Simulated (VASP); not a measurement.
A run of VASP 6.6.1 is set up as follows.

The input INCAR:

```
PREC     = Accurate       # precision mode
ENCUT    = 520            # plane-wave cutoff, eV
EDIFF    = 1E-6           # SCF threshold, eV
ISMEAR   = 0              # smearing method
SIGMA    = 0.05           # smearing width, eV
LREAL    = F              # projectors in reciprocal space
LASPH    = T              # aspherical terms in the spheres
NELM     = 80             # most SCF steps
ALGO     = Normal         # electronic algorithm
ISIF     = 2              # what is computed and relaxed
LWAVE    = F              # write WAVECAR
LCHARG   = F              # write CHGCAR
GGA      = PE             # functional
NBANDS   = 28             # bands
```

The input KPOINTS:

```
Automatic mesh
0
Gamma
  10 10 8
```

Contents of POSCAR:

```
SnO
1.0
    3.9705335846      0.0000000000      0.0000000000
    0.0000000000      3.9705335846      0.0000000000
    0.0000000000      0.0000000000      5.0679375214
Sn O
2 2
Direct
    0.0000000000      0.5000000000      0.2286909982
    0.5000000000      0.0000000000      0.7713090018
    0.0000000000      0.0000000000      0.0000000000
    0.5000000000      0.5000000000      0.0000000000
```

Potentials or basis: VASP PAW PBE potentials, release 64 (Sn_d, O).

Launch:

```console
$ cat potpaw_PBE.64/Sn_d/POTCAR potpaw_PBE.64/O/POTCAR > POTCAR
$ mpirun -np 1 vasp_std > vasp.out
```

(1) Predict the largest force.

(2) Estimate the band gap on the k mesh.

(3) Estimate the pressure.

Results:

(1) 0.441 eV/Å.

(2) 0.74 eV, indirect (least direct gap 1.87 eV).

(3) -3.9 GPa.

Caveat: spin-orbit coupling is left out, which moves the levels of the heavy elements.
